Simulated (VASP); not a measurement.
A run of VASP 6.6.1 is set up as follows.

File INCAR:

```
SYSTEM = C
PREC     = Accurate       ! precision mode
ENCUT    = 600            ! plane-wave cutoff, eV
EDIFF    = 1E-6           ! SCF threshold, eV
ISMEAR   = 0              ! smearing method
SIGMA    = 0.1            ! smearing width, eV
LREAL    = .False.        ! projectors in reciprocal space
LASPH    = .True.         ! aspherical terms in the spheres
NELM     = 80             ! most SCF steps
ALGO     = Normal         ! electronic algorithm
ISIF     = 4              ! what is computed and relaxed
LWAVE    = .False.        ! write WAVECAR
LCHARG   = .False.        ! write CHGCAR
GGA      = PE             ! functional
IVDW     = 12             ! dispersion correction
IBRION   = 2              ! ionic algorithm
NSW      = 50             ! ionic steps
EDIFFG   = -0.01          ! ionic threshold
```

Contents of KPOINTS:

```
Automatic mesh
0
Gamma
  18 18 6
  0 0 0
```

The input POSCAR:

```
C
1.0
    2.4288655680      0.0000000000      0.0000000000
   -1.2144327840      2.1034592843      0.0000000000
    0.0000000000      0.0000000000      6.1074694350
C
4
Direct
    0.0000000000      0.0000000000      0.0025000000
    0.0000000000      0.0000000000      0.5025000000
    0.3333333333      0.6666666667      0.0025000000
    0.6666666667      0.3333333333      0.5025000000
```

Potentials or basis: VASP PAW PBE potentials, release 64 (C).

Command:

```console
$ cat potpaw_PBE.64/C/POTCAR > POTCAR
$ mpirun -np 1 vasp_std > vasp.out
```

(1) Estimate the band gap on the k mesh.

(2) What does it give for the dispersion energy per atom?

Answers

(1) zero (bands 8 and 9 overlap by 0.08 eV).

(2) -0.178 eV.
